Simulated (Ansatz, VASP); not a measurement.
**ZnO in VASP and in Ansatz**

File INCAR:

```
SYSTEM = ZnO
PREC = Accurate ; ENCUT = 520
EDIFF = 1E-6 ; ISMEAR = -1
SIGMA = 0.05 ; LREAL = .FALSE.
LASPH = .TRUE. ; NELM = 80
ALGO = Normal ; ISIF = 2
LWAVE = .FALSE. ; LCHARG = .FALSE.
GGA = B5 ; ALDAX = 1.0
AGGAX = 1.0 ; AGGAC = 1.0
ALDAC = 0.0 ; IVDW = 12
VDW_S6 = 1.0 ; VDW_S8 = 2.6996
VDW_A1 = 0.4298 ; VDW_A2 = 4.2359
NBANDS = 26
```

KPOINTS

```
Automatic mesh
0
G
  9 9 5
  0 0 0
```

POSCAR

```
ZnO
1.0
    3.2708272232      0.0000000000      0.0000000000
   -1.6354136116      2.8326194666      0.0000000000
    0.0000000000      0.0000000000      5.2401848988
Zn O
2 2
Direct
    0.6666666667      0.3333333333      0.0000000000
    0.3333333333      0.6666666667      0.5000000000
    0.3333333333      0.6666666667      0.8790100000
    0.6666666667      0.3333333333      0.3790100000
```

The input input.yaml:

```yaml
crystal:
  lattice:
    - [3.2708272232, 0.0, 0.0]
    - [-1.6354136116, 2.8326194666, 0.0]
    - [0.0, 0.0, 5.2401848988]
  atoms:
    - { symbol: Zn, position: [0.6666666667, 0.3333333333, 0.0] }
    - { symbol: Zn, position: [0.3333333333, 0.6666666667, 0.5] }
    - { symbol: O, position: [0.3333333333, 0.6666666667, 0.87901] }
    - { symbol: O, position: [0.6666666667, 0.3333333333, 0.37901] }
hamiltonian:
  xc: blyp
  pseudopotentials: { kind: paw }
  dispersion: d3bj
kpoints:
  mp_grid: { grid: [9, 9, 5] }
scf:
  occupations: { method: fermi_dirac, width: 0.05 }
output:
  forces: true
  stress: true
  eigenvalues: true
```

Alike in both runs: task single point; functional BLYP; dispersion D3(BJ); k mesh 9 × 9 × 5; occupations fermi-dirac, width 0.05 eV; no spin polarisation.

|  | VASP | Ansatz |
| --- | --- | --- |
| version | VASP 6.6.1 | Ansatz 0.2.0 |
| potentials or method | VASP PAW PBE potentials, release 64 (Zn, O) | Ansatz PAW |
| plane-wave cutoff (eV) | 520 | 420 |
| valence electrons in the cell | 36 | 36 |

|  | VASP | Ansatz | Ansatz less VASP |
| --- | --- | --- | --- |
| gap on the k mesh at the Fermi level (eV) | 0.93 | 0.92 | -0.006 |
| least direct gap on the mesh (eV) | 0.93 | 0.92 | -0.006 |
| pressure (GPa) | 1.0 | 0.1 | -0.91 |
| traceless stress, the component that is largest in VASP (GPa) | 1.40 | 1.35 | -0.049 |
| rms of the force components (eV/Å) | 0.035 | 0.033 | -0.0022 |

VASP's potentials were made for PBE, not for BLYP. Atom by atom the forces differ by 0.002 eV/Å (rms over components).

Noted on Ansatz's run: odd divisions of the mesh miss points on the zone boundary, where band edges often lie, so the gap on the mesh can be too wide.
